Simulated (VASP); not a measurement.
Runs of VASP 6.6.1 on H10CO6. The cells are those of the table. 

```tsv
potentials or basis	cell	cutoff (eV)	second run	gap on the mesh (eV)	pressure (GPa)	largest force (eV/Å)
VASP PAW LDA potentials, release 64 (O_h, H_h, C_h)	a = 5.807, b = 6.914, c = 5.825 Å, 17 atoms	910	hard_potentials	4.52	(a)	3.18
VASP PAW LDA potentials, release 64 (O, H, C)	a = 5.571, b = 6.518, c = 5.803 Å, 17 atoms	520	-	4.34	(b)	4.64
VASP PAW LDA potentials, release 64 (O, H, C)	a = 5.908, b = 6.248, c = 5.937 Å, 17 atoms	520	-	4.20	-1.0	4.81
VASP PAW LDA potentials, release 64 (O, H, C)	a = 5.807, b = 6.914, c = 5.825 Å, 17 atoms	520	-	4.51	-0.7	3.72
```

Alike in all rows: task single point; level LDA; no spin polarisation; k mesh 1 × 1 × 1; smearing fermi-dirac 0.02 eV.

Fill in the values left out.

(a) -1.2; (b) -1.9.

Caveats: all runs use coarse meshes; the cutoff is under 1.25 times the usual one of these potentials, so pressure, stress and relaxed cells hold a basis-set (Pulay) error (some runs).

A k mesh can miss the band edges.
